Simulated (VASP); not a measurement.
# InSb3 (Fmmm) in VASP: further runs

Runs on InSb3. Level: PBEsol+D3(BJ). Tasks: single point.

Everything below comes from runs of VASP 6.6.1. Logs are shortened: lines on timing, memory, paths and dates and some standing lists are left out, and cuts for length are marked.

## Step 1: The cell of the first run

It takes space group Fmmm (No. 69, orthorhombic). Conventional cell: a = 7.214 Å, b = 7.324 Å, c = 7.434 Å, α = 90.00°, β = 90.00°, γ = 90.00°. Within 4.2 Å of In (site symmetry mmm) lie 14 Sb at 3.17 to 3.72 Å. Within 4.2 Å of Sb (site symmetry 222) lie 4 In at 3.17 Å and 10 Sb at 3.17 to 3.72 Å. Within 4.2 Å of Sb (site symmetry mmm) lie 8 Sb at 3.17 Å and 6 In at 3.61 to 3.72 Å.

## Step 2: Single point, PBEsol+D3(BJ) (strain +0.0150 x Voigt [1, -1, 0, 0, 0, 0])

File INCAR:

```
SYSTEM = InSb3
ALGO     = Normal         ! electronic algorithm
EDIFF    = 1E-6           ! SCF threshold, eV
ENCUT    = 520            ! plane-wave cutoff, eV
GGA      = PS             ! functional
ISIF     = 2              ! what is computed and relaxed
ISMEAR   = 0              ! smearing method
IVDW     = 12             ! dispersion correction
LASPH    = .True.         ! aspherical terms in the spheres
LCHARG   = .False.        ! write CHGCAR
LREAL    = .False.        ! projectors in reciprocal space
LWAVE    = .False.        ! write WAVECAR
NBANDS   = 22             ! bands
NELM     = 60             ! most SCF steps
PREC     = Accurate       ! precision mode
SIGMA    = 0.15           ! smearing width, eV
```

File KPOINTS:

```
k-points
0
Gamma
  12 12 12
  0 0 0
```

File POSCAR:

```
InSb3
1.0
    0.0000000000      3.6071354059      3.6620664019
    3.7169973979      0.0000000000      3.6620664019
    3.7169973979      3.6071354059      0.0000000000
In Sb
1 3
Direct
    0.0000000000      0.0000000000      0.0000000000
    0.2500000000      0.2500000000      0.2500000000
    0.7500000000      0.7500000000      0.7500000000
    0.5000000000      0.5000000000      0.5000000000
```

Potentials or basis: VASP PAW PBE potentials, release 64 (In_d, Sb).

On the command line:

```
cat potpaw_PBE.64/In_d/POTCAR potpaw_PBE.64/Sb/POTCAR > POTCAR
mpirun -np 1 vasp_std > vasp.out
```

OUTCAR:

```text
SYSTEM = InSb3
   EDIFF = 1E-6
   ENCUT = 520
   GGA = PS
   ISIF = 2
   ISMEAR = 0
   IVDW = 12
   LASPH = .True.
   LREAL = .False.
   NELM = 60
   PREC = Accurate
 IVDW          = 12

 ion  position               nearest neighbor table
   1  0.000  0.000  0.000-   3 3.17   3 3.17   3 3.17   2 3.17   3 3.17   2 3.17   2 3.17   2 3.17
                             4 3.61   4 3.61   4 3.66   4 3.66   4 3.72   4 3.72
   2  0.250  0.250  0.250-   1 3.17   1 3.17   1 3.17   1 3.17   4 3.17   4 3.17   4 3.17   4 3.17
                             3 3.61   3 3.61   3 3.66   3 3.66   3 3.72   3 3.72
   3  0.750  0.750  0.750-   4 3.17   4 3.17   4 3.17   1 3.17   4 3.17   1 3.17   1 3.17   1 3.17
                             2 3.61   2 3.61   2 3.66   2 3.66   2 3.72   2 3.72
   4  0.500  0.500  0.500-   2 3.17   2 3.17   2 3.17   2 3.17   3 3.17   3 3.17   3 3.17   3 3.17
                             1 3.61   1 3.61   1 3.66   1 3.66   1 3.72   1 3.72

  LATTYP: Found a face centered orthorhombic cell.
 ALAT       =     7.2142708118
 B/A-ratio  =     1.0152284264
 C/A-ratio  =     1.0304568528

  Lattice vectors:

 A1 = (  -3.7169973979,   0.0000000000,  -3.6620664019)
 A2 = (  -3.7169973979,   3.6071354059,   0.0000000000)
 A3 = (   0.0000000000,   3.6071354059,  -3.6620664019)

Analysis of symmetry for initial positions (statically):
=====================================================================
 Subroutine PRICEL returns:
 Original cell was already a primitive cell.

 Routine SETGRP: Setting up the symmetry group for a
 face centered orthorhombic supercell.

 Subroutine GETGRP returns: Found  8 space group operations
 (whereof  8 operations were pure point group operations)
 out of a pool of  8 trial point group operations.

The static configuration has the point symmetry D_2h.

Analysis of symmetry for dynamics (positions and initial velocities):
=====================================================================
 Subroutine PRICEL returns:
 Original cell was already a primitive cell.

 Routine SETGRP: Setting up the symmetry group for a
 face centered orthorhombic supercell.

 Subroutine GETGRP returns: Found  8 space group operations
 (whereof  8 operations were pure point group operations)
 out of a pool of  8 trial point group operations.

The dynamic configuration has the point symmetry D_2h.

 Subroutine INISYM returns: Found  8 space group operations
 (whereof  8 operations are pure point group operations),
 and found     1 'primitive' translations

----------------------------------------------------------------------------------------

                                     Primitive cell

  volume of cell :      98.1999

  direct lattice vectors                    reciprocal lattice vectors
     0.000000000  3.607135406  3.662066402    -0.134517178  0.138614148  0.136534936
     3.716997398  0.000000000  3.662066402     0.134517178 -0.138614148  0.136534936
     3.716997398  3.607135406  0.000000000     0.134517178  0.138614148 -0.136534936

  length of vectors
     5.140248649  5.217930623  5.179526570     0.236538668  0.236538668  0.236538668

  position of ions in fractional coordinates (direct lattice)
     0.000000000  0.000000000  0.000000000
     0.250000000  0.250000000  0.250000000
     0.750000000  0.750000000  0.750000000
     0.500000000  0.500000000  0.500000000

  ion indices of the primitive-cell ions
   primitive index   ion index
                 1           1
                 2           2
                 3           3
                 4           4

----------------------------------------------------------------------------------------

 KPOINTS: k-points

Automatic generation of k-mesh.
 Grid dimensions read from file:
 generate k-points for:   12   12   12

 Generating k-lattice:

  Cartesian coordinates                     Fractional coordinates (reciprocal lattice)
    -0.011209765  0.011551179  0.011377911     0.083333333  0.000000000  0.000000000
     0.011209765 -0.011551179  0.011377911     0.000000000  0.083333333  0.000000000
     0.011209765  0.011551179 -0.011377911    -0.000000000 -0.000000000  0.083333333

  Length of vectors
     0.019711556  0.019711556  0.019711556

  Shift w.r.t. Gamma in fractional coordinates (k-lattice)
     0.000000000  0.000000000  0.000000000

 Subroutine IBZKPT returns following result:
 ===========================================

 Found    280 irreducible k-points:

 Following reciprocal coordinates:
            Coordinates               Weight
  0.000000  0.000000  0.000000      1.000000
  0.083333  0.000000  0.000000      8.000000
  0.166667  0.000000 -0.000000      8.000000
  0.250000  0.000000  0.000000      8.000000
  0.333333 -0.000000 -0.000000      8.000000
  0.416667  0.000000  0.000000      8.000000
[... 16 lines left out ...]
  0.500000  0.166667  0.000000      8.000000
 -0.416667  0.166667  0.000000      8.000000
 [... further k-points ...]
   k-points           NKPTS =    280   k-points in BZ     NKDIM =    280   number of bands    NBANDS=     22
   number of dos      NEDOS =    301   number of ions     NIONS =      4
   total plane-waves  NPLWV =  64000
   dimension x,y,z NGX =    40 NGY =   40 NGZ =   40
   dimension x,y,z NGXF=    80 NGYF=   80 NGZF=   80
   ions per type =               1   3
   NGX,Y,Z   is equivalent  to a cutoff of  12.94, 12.74, 12.84 a.u.
   NGXF,Y,Z  is equivalent  to a cutoff of  25.87, 25.49, 25.68 a.u.
 SYSTEM =  InSb3
   PREC   = accura    normal or accurate (medium, high low for compatibility)
   ISTART =      0    job   : 0-new  1-cont  2-samecut
   ICHARG =      2    charge: 1-file 2-atom 10-const
   ISPIN  =      1    spin polarized calculation?
   LNONCOLLINEAR =      F non collinear calculations
   LSORBIT =      F    spin-orbit coupling
   LASPH  =      T    aspherical Exc in radial PAW
   ENCUT  =  520.0 eV  38.22 Ry    6.18 a.u.   9.56  9.70  9.63*2*pi/ulx,y,z
   NELM   =     60;   NELMIN=  2; NELMDL= -5     # of ELM steps
   EDIFF  = 0.1E-05   stopping-criterion for ELM
   LREAL  =      F    real-space projection
   EDIFFG = 0.1E-04   stopping-criterion for IOM
   NSW    =      0    number of steps for IOM
   IBRION =     -1    ionic relax: 0-MD 1-quasi-New 2-CG
   NFREE  =      0    steps in history (QN), initial steepest desc. (CG)
   ISIF   =      2    stress and relaxation
   ISYM   =      2    0-nonsym 1-usesym 2-fastsym
   POTIM  = 0.5000    time-step for ionic-motion
   TEBEG  =    0.0;   TEEND  =   0.0 temperature during run
   PSTRESS=    0.0 pullay stress
   NELECT =      28.0000    total number of electrons
   NUPDOWN=      -1.0000    fix difference up-down
   EMIN   =  10.00;   EMAX   =-10.00  energy-range for DOS
   EFERMI =   0.00;   METHOD = LEGACY
   ISMEAR =     0;   SIGMA  =   0.15  broadening in eV -4-tet -1-fermi 0-gaus
   EFERMI_NEDOS =   21; number of points for ismear=-14 and -15
   IALGO  =     38    algorithm
   IMIX   =      4    mixing-type and parameters
     AMIX     =   0.40;   BMIX     =  1.00
     AMIX_MAG =   1.60;   BMIX_MAG =  1.00
  volume/ion in A,a.u.               =      24.55       165.67
  Fermi-wavevector in a.u.,A,eV,Ry     =   1.077516  2.036211 15.796929  1.161041
  Thomas-Fermi vector in A             =   2.213430
   LORBIT       =      0    0 simple, 1 ext, 2 COOP (PROOUT), +10 PAW based schemes
   GGA     = PS    functional components
   LHFCALC =     F    Hartree Fock is set to
   AEXX    =    0.0000 exact exchange contribution
   IVDW    =    12    specifies the selected vdW correction
   LEPSILON=     F    determine dielectric tensor
   LRPA    =     F    only Hartree local field effects (RPA)
 non-spin polarized calculation
 Gauss-broadening in eV      SIGMA  =   0.15
  energy-cutoff  :      520.00
  volume of cell :       98.20
 maximum number of plane-waves:      2685
 NGX is ok and might be reduce to    40
   NGX = 19   NGY = 19   NGZ = 19

 number of electron      28.0000003 magnetization

 Free energy of the ion-electron system (eV)
  ---------------------------------------------------
  ext. energy  EPLUGINS =         0.00000000
  ---------------------------------------------------
  free energy    TOTEN  =       -16.09303772 eV

  energy without entropy =      -16.07102119  energy(sigma->0) =      -16.08202945

 E-fermi :   9.1414     XC(G=0): -10.7316

 val. band max:        9.1240143077   @ k =   0.5000  -0.0000   0.3333
 cond. band min:       9.1584902319   @ k =   0.3333  -0.4167   0.1667
 fundamental gap:      0.0344759242
 Fermi energy:         9.1414161068

 k-point     1 :       0.0000    0.0000    0.0000
  band No.  band energies     occupation
      1      -5.3189      2.00000
      2      -5.3179      2.00000
      3      -5.3168      2.00000
      4      -5.2737      2.00000
      5      -5.2689      2.00000
      6      -3.8499      2.00000
[... 14 lines left out ...]
     21      16.7220      0.00000
     22      16.8037      0.00000

 k-point     2 :       0.0833    0.0000    0.0000
  band No.  band energies     occupation
      1      -5.3197      2.00000
      2      -5.3176      2.00000
      3      -5.3164      2.00000
      4      -5.2740      2.00000
      5      -5.2691      2.00000
      6      -3.7925      2.00000
[... 14 lines left out ...]
     21      16.2166      0.00000
     22      16.6394      0.00000

 k-point     3 :       0.1667    0.0000   -0.0000
  band No.  band energies     occupation
      1      -5.3242      2.00000
      2      -5.3158      2.00000
      3      -5.3146      2.00000
      4      -5.2748      2.00000
      5      -5.2696      2.00000
      6      -3.6203      2.00000
[... 14 lines left out ...]
     21      14.9875      0.00000
     22      16.0971      0.00000
[... 476 lines left out ...]
 k-point    23 :       0.5000    0.1667    0.0000
  band No.  band energies     occupation
      1      -5.3418      2.00000
      2      -5.3144      2.00000
      3      -5.3057      2.00000
      4      -5.2811      2.00000
      5      -5.2708      2.00000
      6      -2.1298      2.00000
[... 14 lines left out ...]
     21      15.0124      0.00000
     22      16.3102      0.00000

 k-point    24 :      -0.4167    0.1667    0.0000
  band No.  band energies     occupation
      1      -5.3407      2.00000
      2      -5.3158      2.00000
      3      -5.3060      2.00000
      4      -5.2800      2.00000
      5      -5.2718      2.00000
      6      -2.0092      2.00000
[... 14 lines left out ...]
     21      14.9771      0.00000
     22      17.3533      0.00000

 [... further k-points ...]

------------------------ aborting loop because EDIFF is reached ----------------------------------------

 Edisp (eV)   -2.04547

 E8    (eV) :    -1.4212

  FORCE on cell =-STRESS in cart. coord.  units (eV):
  Direction    XX          YY          ZZ          XY          YZ          ZX
  --------------------------------------------------------------------------------------
  -------------------------------------------------------------------------------------
  Total       0.04032     0.35487     0.25755     0.00000     0.00000     0.00000
  in kB       0.65778     5.78979     4.20210     0.00000     0.00000     0.00000
  external pressure =        3.55 kB  Pullay stress =        0.00 kB

 VOLUME and BASIS-vectors are now :
 -----------------------------------------------------------------------------
  energy-cutoff  :      520.00
  volume of cell :       98.20
      direct lattice vectors                 reciprocal lattice vectors
     0.000000000  3.607135406  3.662066402    -0.134517178  0.138614148  0.136534936
     3.716997398  0.000000000  3.662066402     0.134517178 -0.138614148  0.136534936
     3.716997398  3.607135406  0.000000000     0.134517178  0.138614148 -0.136534936

 POSITION                                       TOTAL-FORCE (eV/Angst)
 -----------------------------------------------------------------------------------
      0.00000      0.00000      0.00000        -0.000000      0.000000      0.000000
      1.85850      1.80357      1.83103        -0.000000     -0.000000      0.000000
      5.57550      5.41070      5.49310         0.000000     -0.000000     -0.000000
      3.71700      3.60714      3.66207        -0.000000      0.000000      0.000000
 -----------------------------------------------------------------------------------
    total drift:                               -0.000000      0.000000      0.000000

  FREE ENERGIE OF THE ION-ELECTRON SYSTEM (eV)
  ---------------------------------------------------
  free  energy   TOTEN  =       -18.1385044613 eV

  energy  without entropy=      -18.1164879300  energy(sigma->0) =      -18.12749620
```

Wall time 3.2 min (1 thread of Intel Xeon 6975P-C (Granite Rapids), shared host); peak memory 0.67 GiB.

What came out:

| Item | Value |
| --- | --- |
| Free energy | -18.1385 eV |
| Pressure | 0.4 GPa |
| Band gap on the k mesh | zero (bands 14 and 15 overlap by 3.40 eV) |
| Dispersion energy per atom | -0.511 eV |

Levels at points of the mesh, in eV from the Fermi level:
```
           k point  band 12  band 13  band 14  band 15  band 16  band 17
(0.00, 0.00, 0.00)    -2.63    -2.63    -2.61    -1.87    -0.98    -0.82
(0.50, 0.00, 0.00)    -2.98    -2.88     0.03     0.20     2.04     2.29
(0.50, 0.50, 0.00)     0.74     0.86     1.38     1.74     1.78     2.07
(0.50, 0.00, 0.50)     0.64     0.94     1.19     1.59     1.89     2.14
(0.00, 0.50, 0.50)     0.85     1.04     1.31     1.89     1.93     1.93
```

Caveat: the cell differs from its parent crystal (strain +0.0150 x Voigt [1, -1, 0, 0, 0, 0]); the PAW data sets were made with another functional, which shifts forces and pressure a little; spin-orbit coupling is left out, which moves the levels of the heavy elements.

## Step 3: Single point, PBEsol+D3(BJ) (strain +0.0050 x Voigt [1, -1, 0, 0, 0, 0])

File INCAR:

```
ALGO = Normal ; EDIFF = 1E-7
ENCUT = 520 ; GGA = PS
ISIF = 2 ; ISMEAR = 0
IVDW = 12 ; LASPH = True
LCHARG = True ; LELF = True
LREAL = False ; LVHAR = True
LWAVE = False ; NBANDS = 22
NELM = 100 ; PREC = Accurate
SIGMA = 0.15
```

File KPOINTS:

```
k-points
0
Gamma
  12 12 12
```

File POSCAR:

```
InSb3
1.0
    0.0000000000      3.6437560699      3.6620664019
    3.6803767339      0.0000000000      3.6620664019
    3.6803767339      3.6437560699      0.0000000000
In Sb
1 3
Direct
    0.0000000000      0.0000000000      0.0000000000
    0.2500000000      0.2500000000      0.2500000000
    0.7500000000      0.7500000000      0.7500000000
    0.5000000000      0.5000000000      0.5000000000
```

Potentials or basis: VASP PAW PBE potentials, release 64 (In_d, Sb).

On the command line:

```
cat potpaw_PBE.64/In_d/POTCAR potpaw_PBE.64/Sb/POTCAR > POTCAR
mpirun -np 1 vasp_std > vasp.out
```

Wall time 4.4 min (1 thread of Intel Xeon 6975P-C (Granite Rapids), shared host); peak memory 0.68 GiB.

The run converged. Its results:

```yaml
Free_energy: -18.1405 eV
Pressure: 0.3 GPa
Band_gap_on_the_k_mesh: zero (bands 14 and 15 overlap by 3.36 eV)
Dispersion_energy_per_atom: -0.511 eV
```

Stress tensor (GPa, compression positive):
```
0.25 0.00 0.00
0.00 0.41 0.00
0.00 0.00 0.34
```

Levels at points of the mesh, in eV from the Fermi level:
| k point | band 10 | band 11 | band 12 | band 13 | band 14 | band 15 | band 16 | band 17 | band 18 | band 19 |
| --- | --- | --- | --- | --- | --- | --- | --- | --- | --- | --- |
| (0.00, 0.00, 0.00) | -2.72 | -2.69 | -2.64 | -2.62 | -2.61 | -1.85 | -0.87 | -0.81 | -0.75 | 3.37 |
| (0.50, 0.00, 0.00) | -3.77 | -3.74 | -2.94 | -2.91 | 0.04 | 0.21 | 2.13 | 2.22 | 3.12 | 3.20 |
| (0.50, 0.50, 0.00) | -5.62 | -5.61 | 0.77 | 1.04 | 1.21 | 1.78 | 1.96 | 2.08 | 2.14 | 4.55 |
| (0.50, 0.00, 0.50) | -5.63 | -5.63 | 0.73 | 1.07 | 1.15 | 1.72 | 2.00 | 2.08 | 2.14 | 4.60 |
| (0.00, 0.50, 0.50) | -5.60 | -5.60 | 0.80 | 1.10 | 1.19 | 1.83 | 2.01 | 2.02 | 2.10 | 4.50 |

Caveat: the cell differs from its parent crystal (strain +0.0050 x Voigt [1, -1, 0, 0, 0, 0]); the PAW data sets were made with another functional, which shifts forces and pressure a little; spin-orbit coupling is left out, which moves the levels of the heavy elements.

The gap in the log of VASP goes by the Fermi energy; the results here count the filled bands.